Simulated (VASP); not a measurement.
Input of a VASP 6.6.1 run:

File INCAR:

```
PREC = Accurate
ENCUT = 520
EDIFF = 1E-6
ISMEAR = -1
SIGMA = 0.1
LREAL = F
LASPH = T
NELM = 60
ALGO = Normal
ISIF = 2
LWAVE = F
LCHARG = F
GGA = PE
NBANDS = 44
```

The input KPOINTS:

```
regular mesh
0
Gamma
  8 8 10
```

Contents of POSCAR:

```
Lu
1.0
    5.3614583621      0.0000000000      0.0000000000
   -2.6807291810      4.6431591429      0.0000000000
    0.0000000000      0.0000000000      3.3643794607
Lu
3
Direct
    1.0000000000      1.0000000000      0.0000000000
    0.3333333333      0.6666666667      0.5000000000
    0.6666666667      0.3333333333      0.5000000000
```

Potentials or basis: VASP PAW PBE potentials, release 64 (Lu).

The run is started by

```bash
$ cat potpaw_PBE.64/Lu/POTCAR > POTCAR
$ mpirun -np 1 vasp_std > vasp.out
```

(1) Estimate the pressure.

(2) Estimate the band gap on the k mesh.

Answers

(1) 2.1 GPa.

(2) zero (an odd number of electrons rules out a gap without spin polarisation).

Caveat: spin-orbit coupling is left out, which moves the levels of the heavy elements.
